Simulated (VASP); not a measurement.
# MoS3 (P-62m) in VASP: single point with PBE

Aim: the single point of MoS3 with PBE.

Everything below comes from runs of VASP 6.6.1. Logs are shortened: lines on timing, memory, paths and dates and some standing lists are left out, and cuts for length are marked.

## (1) The cell of the first run

It takes space group P-62m (No. 189, hexagonal). The conventional cell has a = 4.054 Å, b = 4.054 Å, c = 7.067 Å, α = 90.00°, β = 90.00°, γ = 120.00°. Mo (site symmetry -62m) has 24 S at 4.03 to 4.98 Å and 6 Mo at 4.05 Å within 5.3 Å. S (site symmetry m2m) has 4 S at 2.03 Å within 2.7 Å.

The cell was generated, and may not be a known phase.

## (2) Single point, PBE, collinear spin

Contents of INCAR:

```
SYSTEM = MoS3
ALGO = Normal
EDIFF = 1E-6
ENCUT = 520
GGA = PE
ISIF = 2
ISMEAR = 0
ISPIN = 2
LASPH = .True.
LCHARG = .False.
LMAXMIX = 4
LORBIT = 11
LREAL = .False.
LWAVE = .False.
MAGMOM = 1 0 0 0
NBANDS = 28
NELM = 150
PREC = Accurate
SIGMA = 0.1
```

Contents of KPOINTS:

```
k-points
0
Gamma
  6 6 4
  0 0 0
```

Contents of POSCAR:

```
MoS3
1.0
    4.0539088200      0.0000000000      0.0000000000
   -2.0269544100      3.5107880300      0.0000000000
    0.0000000000      0.0000000000      7.0669054700
Mo S
1 3
Direct
    0.0000000000      0.0000000000      0.0000000000
    0.5213324300      0.0000000000      0.5000000000
    0.0000000000      0.5213324300      0.5000000000
    0.4786675700      0.4786675700      0.5000000000
```

Potentials or basis: VASP PAW PBE potentials, release 64 (Mo_sv, S).

Command:

```sh
> cat potpaw_PBE.64/Mo_sv/POTCAR potpaw_PBE.64/S/POTCAR > POTCAR
> mpirun -np 1 vasp_std > vasp.out
```

OUTCAR:

```text
SYSTEM = MoS3
   EDIFF = 1E-6
   ENCUT = 520
   GGA = PE
   ISIF = 2
   ISMEAR = 0
   ISPIN = 2
   LASPH = .True.
   LORBIT = 11
   LREAL = .False.
   NELM = 150
   PREC = Accurate

 ion  position               nearest neighbor table
   1  0.000  0.000  0.000-
   2  0.521  0.000  0.500-   4 2.03   3 2.03   4 2.03   3 2.03
   3  0.000  0.521  0.500-   4 2.03   4 2.03   2 2.03   2 2.03
   4  0.479  0.479  0.500-   3 2.03   3 2.03   2 2.03   2 2.03

  LATTYP: Found a hexagonal cell.
 ALAT       =     4.0539088200
 C/A-ratio  =     1.7432324662

  Lattice vectors:

 A1 = (   4.0539088200,   0.0000000000,   0.0000000000)
 A2 = (  -2.0269544100,   3.5107880300,   0.0000000000)
 A3 = (   0.0000000000,   0.0000000000,   7.0669054700)

Analysis of symmetry for initial positions (statically):
=====================================================================
 Subroutine PRICEL returns:
 Original cell was already a primitive cell.

 Routine SETGRP: Setting up the symmetry group for a
 hexagonal supercell.

 Subroutine GETGRP returns: Found 12 space group operations
 (whereof 12 operations were pure point group operations)
 out of a pool of 24 trial point group operations.

The static configuration has the point symmetry D_3h.

Analysis of symmetry for dynamics (positions and initial velocities):
=====================================================================
 Subroutine PRICEL returns:
 Original cell was already a primitive cell.

 Routine SETGRP: Setting up the symmetry group for a
 hexagonal supercell.

 Subroutine GETGRP returns: Found 12 space group operations
 (whereof 12 operations were pure point group operations)
 out of a pool of 24 trial point group operations.

The dynamic configuration has the point symmetry D_3h.

Analysis of structural, dynamic, and magnetic symmetry:
=====================================================================
 Subroutine PRICEL returns:
 Original cell was already a primitive cell.

 Routine SETGRP: Setting up the symmetry group for a
 hexagonal supercell.

 Subroutine GETGRP returns: Found 12 space group operations
 (whereof 12 operations were pure point group operations)
 out of a pool of 24 trial point group operations.

The overall configuration has the point symmetry D_3h.

 Subroutine INISYM returns: Found 12 space group operations
 (whereof 12 operations are pure point group operations),
 and found     1 'primitive' translations

----------------------------------------------------------------------------------------

                                     Primitive cell

  volume of cell :     100.5791

  direct lattice vectors                    reciprocal lattice vectors
     4.053908820  0.000000000  0.000000000     0.246675504  0.142418168  0.000000000
    -2.026954410  3.510788030  0.000000000     0.000000000  0.284836336  0.000000000
     0.000000000  0.000000000  7.066905470     0.000000000  0.000000000  0.141504652

  length of vectors
     4.053908820  4.053908826  7.066905470     0.284836337  0.284836336  0.141504652

  position of ions in fractional coordinates (direct lattice)
     0.000000000  0.000000000  0.000000000
     0.521332430  0.000000000  0.500000000
     0.000000000  0.521332430  0.500000000
     0.478667570  0.478667570  0.500000000

  ion indices of the primitive-cell ions
   primitive index   ion index
                 1           1
                 2           2
                 3           3
                 4           4

----------------------------------------------------------------------------------------

 KPOINTS: k-points

Automatic generation of k-mesh.
 Grid dimensions read from file:
 generate k-points for:    6    6    4

 Generating k-lattice:

  Cartesian coordinates                     Fractional coordinates (reciprocal lattice)
     0.041112584  0.023736361  0.000000000     0.166666667  0.000000000  0.000000000
     0.000000000  0.047472723  0.000000000     0.000000000  0.166666667  0.000000000
     0.000000000  0.000000000  0.035376163     0.000000000  0.000000000  0.250000000

  Length of vectors
     0.047472723  0.047472723  0.035376163

  Shift w.r.t. Gamma in fractional coordinates (k-lattice)
     0.000000000  0.000000000  0.000000000

 Subroutine IBZKPT returns following result:
 ===========================================

 Found     21 irreducible k-points:

 Following reciprocal coordinates:
            Coordinates               Weight
  0.000000  0.000000  0.000000      1.000000
  0.166667  0.000000  0.000000      6.000000
  0.333333  0.000000  0.000000      6.000000
  0.500000  0.000000  0.000000      3.000000
  0.166667  0.166667  0.000000      6.000000
  0.333333  0.166667  0.000000     12.000000
[... 13 lines left out ...]
  0.333333  0.166667  0.500000     12.000000
  0.333333  0.333333  0.500000      2.000000
   k-points           NKPTS =     21   k-points in BZ     NKDIM =     21   number of bands    NBANDS=     28
   number of dos      NEDOS =    301   number of ions     NIONS =      4
   total plane-waves  NPLWV =  48600
   dimension x,y,z NGX =    30 NGY =   30 NGZ =   54
   dimension x,y,z NGXF=    60 NGYF=   60 NGZF=  108
   ions per type =               1   3
   NGX,Y,Z   is equivalent  to a cutoff of  12.30, 12.30, 12.70 a.u.
   NGXF,Y,Z  is equivalent  to a cutoff of  24.61, 24.61, 25.41 a.u.
 SYSTEM =  MoS3
   PREC   = accura    normal or accurate (medium, high low for compatibility)
   ISTART =      0    job   : 0-new  1-cont  2-samecut
   ICHARG =      2    charge: 1-file 2-atom 10-const
   ISPIN  =      2    spin polarized calculation?
   LNONCOLLINEAR =      F non collinear calculations
   LSORBIT =      F    spin-orbit coupling
   LASPH  =      T    aspherical Exc in radial PAW
   ENCUT  =  520.0 eV  38.22 Ry    6.18 a.u.   7.54  7.54 13.14*2*pi/ulx,y,z
   NELM   =    150;   NELMIN=  2; NELMDL= -5     # of ELM steps
   EDIFF  = 0.1E-05   stopping-criterion for ELM
   LREAL  =      F    real-space projection
   EDIFFG = 0.1E-04   stopping-criterion for IOM
   NSW    =      0    number of steps for IOM
   IBRION =     -1    ionic relax: 0-MD 1-quasi-New 2-CG
   NFREE  =      0    steps in history (QN), initial steepest desc. (CG)
   ISIF   =      2    stress and relaxation
   ISYM   =      2    0-nonsym 1-usesym 2-fastsym
   POTIM  = 0.5000    time-step for ionic-motion
   TEBEG  =    0.0;   TEEND  =   0.0 temperature during run
   PSTRESS=    0.0 pullay stress
   NELECT =      32.0000    total number of electrons
   NUPDOWN=      -1.0000    fix difference up-down
   EMIN   =  10.00;   EMAX   =-10.00  energy-range for DOS
   EFERMI =   0.00;   METHOD = LEGACY
   ISMEAR =     0;   SIGMA  =   0.10  broadening in eV -4-tet -1-fermi 0-gaus
   EFERMI_NEDOS =   21; number of points for ismear=-14 and -15
   IALGO  =     38    algorithm
   IMIX   =      4    mixing-type and parameters
     AMIX     =   0.40;   BMIX     =  1.00
     AMIX_MAG =   1.60;   BMIX_MAG =  1.00
  volume/ion in A,a.u.               =      25.14       169.69
  Fermi-wavevector in a.u.,A,eV,Ry     =   1.117606  2.111970 16.994275  1.249044
  Thomas-Fermi vector in A             =   2.254231
   LORBIT       =     11    0 simple, 1 ext, 2 COOP (PROOUT), +10 PAW based schemes
   GGA     = PE    functional components
   LHFCALC =     F    Hartree Fock is set to
   AEXX    =    0.0000 exact exchange contribution
   IVDW    =     0    specifies the selected vdW correction
   LEPSILON=     F    determine dielectric tensor
   LRPA    =     F    only Hartree local field effects (RPA)
 spin polarized calculation
 Gauss-broadening in eV      SIGMA  =   0.10
  energy-cutoff  :      520.00
  volume of cell :      100.58
 maximum number of plane-waves:      2748
   NGX = 15   NGY = 15   NGZ = 27

 number of electron      32.0000002 magnetization       5.0400820

 Free energy of the ion-electron system (eV)
  ---------------------------------------------------
  ext. energy  EPLUGINS =         0.00000000
  ---------------------------------------------------
  free energy    TOTEN  =       -12.54120555 eV

  energy without entropy =      -12.53073984  energy(sigma->0) =      -12.53597270

 E-fermi :   4.4048     XC(G=0):  -8.7421

 val. band max:        4.3882644420   @ k =   0.3333   0.0000   0.2500
 cond. band min:       4.4121524033   @ k =   0.5000   0.0000   0.0000
 fundamental gap:      0.0238879614
 Fermi energy:         4.4047870874

 spin component 1

 k-point     1 :       0.0000    0.0000    0.0000
  band No.  band energies     occupation
      1     -57.0470      1.00000
      2     -31.3026      1.00000
      3     -31.3026      1.00000
      4     -31.2383      1.00000
      5     -16.1085      1.00000
      6      -8.2220      1.00000
[... 20 lines left out ...]
     27      13.9773      0.00000
[... 597 lines left out ...]
      5     -13.5398      1.00000
      6     -13.5398      1.00000
[... 20 lines left out ...]
     27      11.2510      0.00000
     28      13.1012      0.00000
 Fermi energy:         4.4047870874

 spin component 2

 k-point     1 :       0.0000    0.0000    0.0000
  band No.  band energies     occupation
      1     -54.4961      1.00000
      2     -28.4886      1.00000
      3     -28.4886      1.00000
      4     -28.3663      1.00000
      5     -16.1114      1.00000
      6      -8.2107      1.00000
[... 20 lines left out ...]
     27      14.9769      0.00000
[... 598 lines left out ...]
      6     -13.5417      1.00000
[... 20 lines left out ...]
     27      11.7868      0.00000
     28      13.4016      0.00000

------------------------ aborting loop because EDIFF is reached ----------------------------------------

  FORCE on cell =-STRESS in cart. coord.  units (eV):
  Direction    XX          YY          ZZ          XY          YZ          ZX
  --------------------------------------------------------------------------------------
  -------------------------------------------------------------------------------------
  Total       21.3521685     21.3521686     -1.8674106     -0.0000000      0.0000000      0.0000000
  in kB      340.1298156    340.1298170    -29.7469566     -0.0000000      0.0000000      0.0000000
  external PRESSURE =     216.8375586 kB  Pullay stress =       0.0000000 kB

 VOLUME and BASIS-vectors are now :
 -----------------------------------------------------------------------------
  energy-cutoff  :      520.00
  volume of cell :      100.58
      direct lattice vectors                 reciprocal lattice vectors
     4.053908820  0.000000000  0.000000000     0.246675504  0.142418168  0.000000000
    -2.026954410  3.510788030  0.000000000     0.000000000  0.284836336  0.000000000
     0.000000000  0.000000000  7.066905470     0.000000000  0.000000000  0.141504652

 POSITION                                       TOTAL-FORCE (eV/Angst)
 -----------------------------------------------------------------------------------
      0.00000      0.00000      0.00000         0.000000     -0.000000     -0.000000
      2.11343      0.00000      3.53345         0.335106     -0.000000     -0.000000
     -1.05672      1.83029      3.53345        -0.167553      0.290211     -0.000000
      0.97024      1.68050      3.53345        -0.167553     -0.290211      0.000000
 -----------------------------------------------------------------------------------
    total drift:                                0.000000      0.000000     -0.000000

  FREE ENERGIE OF THE ION-ELECTRON SYSTEM (eV)
  ---------------------------------------------------
  free  energy   TOTEN  =       -12.5412055540 eV

  energy  without entropy=      -12.5307398387  energy(sigma->0) =      -12.53597270

 total charge

# of ion       s       p       d       tot
------------------------------------------
    1        2.201   5.965   3.902  12.068
    2        1.394   2.347   0.000   3.741
    3        1.394   2.347   0.000   3.741
    4        1.394   2.347   0.000   3.741
--------------------------------------------------
tot          6.383  13.007   3.902  23.293

 magnetization (x)

# of ion       s       p       d       tot
------------------------------------------
    1        0.090   0.029   3.838   3.957
    2        0.001  -0.010   0.000  -0.009
    3        0.001  -0.010   0.000  -0.009
    4        0.001  -0.010   0.000  -0.009
--------------------------------------------------
tot          0.092  -0.000   3.838   3.930
```

Run time: 1.9 min. Hardware: 1 thread of AMD EPYC 9R45 (Zen 5), shared host; peak memory 0.26 GiB.

Results:

```yaml
Free_energy: -12.5412 eV
Pressure: 21.7 GPa
Largest_force: 0.335 eV/Å
Net_moment: 5.04 μB per cell
Site_moments: Mo +3.96; S -0.01 μB
Valence_electrons_inside_the_program's_atomic_spheres: Mo 12.07; S 3.74
```

Forces on the atoms (eV/Å):
```
Mo   0.000  0.000  0.000
S    0.335  0.000  0.000
S   -0.168  0.290  0.000
S   -0.168 -0.290  0.000
```

Levels at points of the mesh, in eV from the Fermi level:
Spin up:
```
           k point  band 15  band 16  band 17  band 18  band 19  band 20  band 21  band 22
(0.00, 0.00, 0.00)    -1.12    -0.64    -0.64     0.38     0.38     1.30     3.01     4.18
(0.50, 0.00, 0.00)    -1.03    -0.81    -0.30     0.01     0.48     0.71     0.97     1.31
(0.00, 0.00, 0.50)    -0.67    -0.61    -0.61     0.14     0.43     0.43     1.92     4.14
(0.50, 0.00, 0.50)    -0.75    -0.70    -0.34    -0.30     0.48     0.95     1.23     1.44
```
Spin down:
```tsv
k point	band 9	band 10	band 11	band 12	band 13	band 14	band 15	band 16	band 17	band 18
(0.00, 0.00, 0.00)	-7.58	-7.42	-7.42	-1.54	0.32	0.32	0.62	1.75	1.75	2.22
(0.50, 0.00, 0.00)	-5.85	-4.20	-2.22	-1.76	-0.44	0.39	0.51	1.00	1.77	1.94
(0.00, 0.00, 0.50)	-7.62	-7.42	-7.42	-0.91	0.28	0.28	0.48	1.82	1.82	2.23
(0.50, 0.00, 0.50)	-5.85	-4.25	-2.22	-1.76	-0.40	0.46	0.69	0.93	1.35	2.16
```

Caveat: the stress differs along the axes, from -3 to 34 GPa.
